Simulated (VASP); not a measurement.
# La2O3 (P-62m) in VASP: notebook, part 2 of 2

VASP 6.6.1.

## Step 4: Relaxation of cell and atoms, PBEsol+D3(BJ), target pressure 8 GPa, at which the enthalpy is minimised

Contents of INCAR:

```
SYSTEM = La2O3
PREC = Accurate
ENCUT = 600
EDIFF = 1E-7
ISMEAR = 0
SIGMA = 0.01
LREAL = .FALSE.
LASPH = .TRUE.
NELM = 80
ALGO = Normal
ISIF = 3
LWAVE = .FALSE.
LCHARG = .FALSE.
GGA = PS
IVDW = 12
IBRION = 2
NSW = 80
EDIFFG = -0.03
PSTRESS = 80.0
```

Contents of KPOINTS:

```
Automatic mesh
0
G
  3 3 6
  0 0 0
```

Contents of POSCAR:

```
La2O3
1.0
    6.2667802800      0.0000000000      0.0000000000
   -3.1333901400      5.4271909200      0.0000000000
    0.0000000000      0.0000000000      3.2997660000
La O
2 3
Direct
    0.3333333300      0.6666666700      0.5000000000
    0.6666666700      0.3333333300      0.5000000000
    0.4919860000      0.4919860000      0.0000000000
    0.0000000000      0.5080140000      0.0000000000
    0.5080140000      0.0000000000      0.0000000000
```

Potentials or basis: VASP PAW PBE potentials, release 64 (La, O).

Launch:

```sh
cat potpaw_PBE.64/La/POTCAR potpaw_PBE.64/O/POTCAR > POTCAR
mpirun -np 1 vasp_std > vasp.out
```

OUTCAR:

```text
SYSTEM = La2O3
   PREC = Accurate
   ENCUT = 600
   EDIFF = 1E-7
   ISMEAR = 0
   LREAL = .FALSE.
   LASPH = .TRUE.
   NELM = 80
   ISIF = 3
   GGA = PS
   IVDW = 12
   IBRION = 2
   NSW = 80
   EDIFFG = -0.03
   PSTRESS = 80.0
 IVDW          = 12

 ion  position               nearest neighbor table
   1  0.333  0.667  0.500-   4 2.45   4 2.45   5 2.45   5 2.45   3 2.45   3 2.45   2 3.62   2 3.62
                             2 3.62
   2  0.667  0.333  0.500-   5 2.45   5 2.45   4 2.45   4 2.45   3 2.45   3 2.45   1 3.62   1 3.62
                             1 3.62
   3  0.492  0.492  0.000-   1 2.45   1 2.45   2 2.45   2 2.45
   4  0.000  0.508  0.000-   1 2.45   1 2.45   2 2.45   2 2.45
   5  0.508  0.000  0.000-   2 2.45   2 2.45   1 2.45   1 2.45

  LATTYP: Found a hexagonal cell.
 ALAT       =     6.2667802800
 C/A-ratio  =     0.5265488580

  Lattice vectors:

 A1 = (   6.2667802800,   0.0000000000,   0.0000000000)
 A2 = (  -3.1333901400,   5.4271909200,   0.0000000000)
 A3 = (   0.0000000000,   0.0000000000,   3.2997660000)

Analysis of symmetry for initial positions (statically):
=====================================================================
 Subroutine PRICEL returns:
 Original cell was already a primitive cell.

 Routine SETGRP: Setting up the symmetry group for a
 hexagonal supercell.

 Subroutine GETGRP returns: Found 12 space group operations
 (whereof 12 operations were pure point group operations)
 out of a pool of 24 trial point group operations.

The static configuration has the point symmetry D_3h.

Analysis of symmetry for dynamics (positions and initial velocities):
=====================================================================
 Subroutine PRICEL returns:
 Original cell was already a primitive cell.

 Routine SETGRP: Setting up the symmetry group for a
 hexagonal supercell.

 Subroutine GETGRP returns: Found 12 space group operations
 (whereof 12 operations were pure point group operations)
 out of a pool of 24 trial point group operations.

The dynamic configuration has the point symmetry D_3h.

 Subroutine INISYM returns: Found 12 space group operations
 (whereof 12 operations are pure point group operations),
 and found     1 'primitive' translations

----------------------------------------------------------------------------------------

                                     Primitive cell

  volume of cell :     112.2284

  direct lattice vectors                    reciprocal lattice vectors
     6.266780280  0.000000000  0.000000000     0.159571575  0.092128692  0.000000000
    -3.133390140  5.427190920  0.000000000     0.000000000  0.184257384  0.000000000
     0.000000000  0.000000000  3.299766000     0.000000000  0.000000000  0.303051792

  length of vectors
     6.266780280  6.266780278  3.299766000     0.184257384  0.184257384  0.303051792

  position of ions in fractional coordinates (direct lattice)
     0.333333330  0.666666670  0.500000000
     0.666666670  0.333333330  0.500000000
     0.491986000  0.491986000  0.000000000
     0.000000000  0.508014000  0.000000000
     0.508014000  0.000000000  0.000000000

  ion indices of the primitive-cell ions
   primitive index   ion index
                 1           1
                 2           2
                 3           3
                 4           4
                 5           5

----------------------------------------------------------------------------------------

 KPOINTS: Automatic mesh

Automatic generation of k-mesh.
 Grid dimensions read from file:
 generate k-points for:    3    3    6

 Generating k-lattice:

  Cartesian coordinates                     Fractional coordinates (reciprocal lattice)
     0.053190525  0.030709564  0.000000000     0.333333333  0.000000000  0.000000000
     0.000000000  0.061419128  0.000000000     0.000000000  0.333333333  0.000000000
     0.000000000  0.000000000  0.050508632     0.000000000  0.000000000  0.166666667

  Length of vectors
     0.061419128  0.061419128  0.050508632

  Shift w.r.t. Gamma in fractional coordinates (k-lattice)
     0.000000000  0.000000000  0.000000000

 Subroutine IBZKPT returns following result:
 ===========================================

 Found     12 irreducible k-points:

 Following reciprocal coordinates:
            Coordinates               Weight
  0.000000  0.000000  0.000000      1.000000
  0.333333  0.000000  0.000000      6.000000
  0.333333  0.333333  0.000000      2.000000
  0.000000  0.000000  0.166667      2.000000
  0.333333  0.000000  0.166667     12.000000
  0.333333  0.333333  0.166667      4.000000
  0.000000  0.000000  0.333333      2.000000
  0.333333  0.000000  0.333333     12.000000
  0.333333  0.333333  0.333333      4.000000
  0.000000  0.000000  0.500000      1.000000
  0.333333  0.000000  0.500000      6.000000
  0.333333  0.333333  0.500000      2.000000
   k-points           NKPTS =     12   k-points in BZ     NKDIM =     12   number of bands    NBANDS=     24
   number of dos      NEDOS =    301   number of ions     NIONS =      5
   total plane-waves  NPLWV =  70000
   dimension x,y,z NGX =    50 NGY =   50 NGZ =   28
   dimension x,y,z NGXF=   100 NGYF=  100 NGZF=   56
   ions per type =               2   3
   NGX,Y,Z   is equivalent  to a cutoff of  13.26, 13.26, 14.11 a.u.
   NGXF,Y,Z  is equivalent  to a cutoff of  26.53, 26.53, 28.21 a.u.
 SYSTEM =  La2O3
   PREC   = accura    normal or accurate (medium, high low for compatibility)
   ISTART =      0    job   : 0-new  1-cont  2-samecut
   ICHARG =      2    charge: 1-file 2-atom 10-const
   ISPIN  =      1    spin polarized calculation?
   LNONCOLLINEAR =      F non collinear calculations
   LSORBIT =      F    spin-orbit coupling
   LASPH  =      T    aspherical Exc in radial PAW
   ENCUT  =  600.0 eV  44.10 Ry    6.64 a.u.  12.52 12.52  6.59*2*pi/ulx,y,z
   NELM   =     80;   NELMIN=  2; NELMDL= -5     # of ELM steps
   EDIFF  = 0.1E-06   stopping-criterion for ELM
   LREAL  =      F    real-space projection
   EDIFFG = -.3E-01   stopping-criterion for IOM
   NSW    =     80    number of steps for IOM
   IBRION =      2    ionic relax: 0-MD 1-quasi-New 2-CG
   NFREE  =      1    steps in history (QN), initial steepest desc. (CG)
   ISIF   =      3    stress and relaxation
   ISYM   =      2    0-nonsym 1-usesym 2-fastsym
   POTIM  = 0.5000    time-step for ionic-motion
   TEBEG  =    0.0;   TEEND  =   0.0 temperature during run
   PSTRESS=   80.0 pullay stress
   NELECT =      40.0000    total number of electrons
   NUPDOWN=      -1.0000    fix difference up-down
   EMIN   =  10.00;   EMAX   =-10.00  energy-range for DOS
   EFERMI =   0.00;   METHOD = LEGACY
   ISMEAR =     0;   SIGMA  =   0.01  broadening in eV -4-tet -1-fermi 0-gaus
   EFERMI_NEDOS =   21; number of points for ismear=-14 and -15
   IALGO  =     38    algorithm
   IMIX   =      4    mixing-type and parameters
     AMIX     =   0.40;   BMIX     =  1.00
     AMIX_MAG =   1.60;   BMIX_MAG =  1.00
  volume/ion in A,a.u.               =      22.45       151.47
  Fermi-wavevector in a.u.,A,eV,Ry     =   1.160719  2.193442 18.330716  1.347270
  Thomas-Fermi vector in A             =   2.297299
   LORBIT       =      0    0 simple, 1 ext, 2 COOP (PROOUT), +10 PAW based schemes
   GGA     = PS    functional components
   LHFCALC =     F    Hartree Fock is set to
   AEXX    =    0.0000 exact exchange contribution
   IVDW    =    12    specifies the selected vdW correction
   LEPSILON=     F    determine dielectric tensor
   LRPA    =     F    only Hartree local field effects (RPA)
 conjugate gradient relaxation of ions
 non-spin polarized calculation
 Gauss-broadening in eV      SIGMA  =   0.01
  energy-cutoff  :      600.00
  volume of cell :      112.23
 maximum number of plane-waves:      3781
 NGX is ok and might be reduce to    50
   NGX = 25   NGY = 25   NGZ = 13

--------------------------------------- Ionic step        1  -------------------------------------------

 number of electron      40.0000012 magnetization

 Free energy of the ion-electron system (eV)
  ---------------------------------------------------
  ext. energy  EPLUGINS =         0.00000000
  ---------------------------------------------------
  free energy    TOTEN  =       -42.44716039 eV

  energy without entropy =      -42.44716039  energy(sigma->0) =      -42.44716039

------------------------ aborting loop because EDIFF is reached ----------------------------------------

 Edisp (eV)   -0.99380

 E8    (eV) :    -0.7176

  FORCE on cell =-STRESS in cart. coord.  units (eV):
  Direction    XX          YY          ZZ          XY          YZ          ZX
  --------------------------------------------------------------------------------------
  -------------------------------------------------------------------------------------
  Total      -1.07029    -1.07029    -3.74646     0.00000    -0.00000     0.00000
  in kB     -15.27950   -15.27950   -53.48463     0.00000    -0.00000     0.00000
  external pressure =     -108.01 kB  Pullay stress =       80.00 kB
[... 341 lines left out ...]
  enthalpy is  TOTEN    =       -38.2115073850 eV   P V=        5.0891129564

--------------------------------------- Ionic step        9  -------------------------------------------

 number of electron      39.9999993 magnetization

 Free energy of the ion-electron system (eV)
  ---------------------------------------------------
  ext. energy  EPLUGINS =         0.00000000
  ---------------------------------------------------
  free energy    TOTEN  =       -42.18384406 eV

  energy without entropy =      -42.18384406  energy(sigma->0) =      -42.18384406

 E-fermi :   4.5571     XC(G=0):  -8.9034

 val. band max:        4.5107848108   @ k =   0.0000   0.0000   0.5000
 cond. band min:       5.4114825023   @ k =   0.0000   0.0000   0.0000
 fundamental gap:      0.9006976915
 Fermi energy:         4.5571388964

 k-point     1 :       0.0000    0.0000    0.0000
  band No.  band energies     occupation
      1     -26.1707      2.00000
      2     -25.8073      2.00000
      3     -13.8288      2.00000
      4     -13.8288      2.00000
      5     -11.8178      2.00000
      6      -9.6612      2.00000
[... 349 lines left out ...]
  FREE ENERGIE OF THE ION-ELECTRON SYSTEM (eV)
  ---------------------------------------------------
  free  energy   TOTEN  =       -43.2879611278 eV

  energy  without entropy=      -43.2879611278  energy(sigma->0) =      -43.28796113

  enthalpy is  TOTEN    =       -38.2118310312 eV   P V=        5.0761300966

 reached required accuracy - stopping structural energy minimisation
```

OSZICAR:

```text
N       E                     dE             d eps       ncg     rms          rms(c)
DAV:   1     0.549997606501E+03    0.55000E+03   -0.17683E+04   576   0.264E+03
DAV:   2     0.119116021667E+03   -0.43088E+03   -0.42499E+03   848   0.405E+02
DAV:   3    -0.209937612543E+02   -0.14011E+03   -0.13898E+03  1048   0.247E+02
[... 114 lines left out ...]
DAV:   4    -0.421838345876E+02    0.29860E-04   -0.27420E-04  1040   0.172E-01    0.104E-02
DAV:   5    -0.421838368848E+02   -0.22972E-05   -0.25284E-05  1096   0.431E-02    0.839E-03
DAV:   6    -0.421838383792E+02   -0.14943E-05   -0.24442E-06  1096   0.114E-02    0.849E-03
DAV:   7    -0.421838422273E+02   -0.38481E-05   -0.97559E-06  1024   0.246E-02    0.348E-03
DAV:   8    -0.421838440497E+02   -0.18225E-05   -0.63782E-06  1144   0.265E-02    0.285E-03
DAV:   9    -0.421838440560E+02   -0.62564E-08   -0.48480E-07   896   0.617E-03
   9 F= -.38211831E+02 E0= -.38211831E+02  d E =-.133127E-03
```

It took 6.9 min on 1 thread of Intel Xeon Platinum 8488C (Sapphire Rapids), shared host; peak memory 0.31 GiB.

What came out:

```
Free energy                                            : -43.2880 eV
Relaxed volume                                         : 20.33 Å³/atom
Relaxed cell                                           : a = 6.039 Å, b = 6.039 Å, c = 3.219 Å, α = 90.00°, β = 90.00°, γ = 120.00°
Space group after relaxing (to 0.05 Å)                 : P-62m (No. 189)
Energy change on relaxing (the enthalpy is what falls) : +30.6 meV/atom
Ionic steps                                            : 9
Pressure after relaxing                                : 8.0 GPa
Largest force after relaxing                           : 0.004 eV/Å
Band gap on the k mesh                                 : 0.90 eV, indirect (least direct gap 1.72 eV)
Dispersion energy per atom                             : -0.221 eV
```

Forces on the atoms (eV/Å):
```
La   0.000  0.000  0.000
La   0.000  0.000  0.000
O    0.002  0.003  0.000
O    0.002 -0.003  0.000
O   -0.004  0.000  0.000
```

Step by step:
| step | energy change (eV) | largest force (eV/Å) | pressure (GPa) | volume (Å³) |
| --- | --- | --- | --- | --- |
| 1 | 0.0000 | 0.0615 | -2.80 | 112.23 |
| 2 | 1.7881 | 0.0952 | 33.12 | 89.38 |
| 3 | 0.0977 | 0.0139 | 7.08 | 103.14 |
| 4 | 0.1173 | 0.0113 | 7.65 | 102.73 |
| 5 | 0.1266 | 0.0101 | 7.90 | 102.54 |
| 6 | 0.1524 | 0.0041 | 8.18 | 101.69 |
| 7 | 0.1615 | 0.0027 | 8.24 | 101.49 |
| 8 | 0.1403 | 0.0055 | 7.63 | 101.92 |
| 9 | 0.1530 | 0.0038 | 8.00 | 101.66 |

Final structure:
```
CELL_PARAMETERS angstrom
6.03915 0.00000 0.00000
-3.01958 5.23006 0.00000
0.00000 0.00000 3.21863
ATOMIC_POSITIONS crystal
La 0.33333 0.66667 0.50000
La 0.66667 0.33333 0.50000
O 0.49227 0.49227 0.00000
O 0.00000 0.50773 0.00000
O 0.50773 0.00000 0.00000
```

Caveat: the cell is relaxed towards a set pressure, so the enthalpy falls and the energy may rise; the PAW data sets were made with another functional, which shifts forces and pressure a little; spin-orbit coupling is left out, which moves the levels of the heavy elements.

## Step 5: Overview

```tsv
cell	gap on the mesh (eV)	pressure (GPa)	largest force (eV/Å)
relaxed to 4 GPa	1.10	4.0	0.03
relaxed to 6 GPa	1.00	6.0	0.01
relaxed to 8 GPa	0.90	8.0	-
```

Alike in all rows: task relaxation of cell and atoms; level PBEsol+D3(BJ); potentials or basis VASP PAW PBE potentials, release 64 (La, O); no spin polarisation; k mesh 3 × 3 × 6; cutoff (eV) 600; smearing gaussian 0.01 eV.

Caveats: the cell is relaxed towards a set pressure, so the enthalpy falls and the energy may rise; the PAW data sets were made with another functional, which shifts forces and pressure a little; spin-orbit coupling is left out, which moves the levels of the heavy elements.

Absolute energies hang on the potentials; compare differences alone.
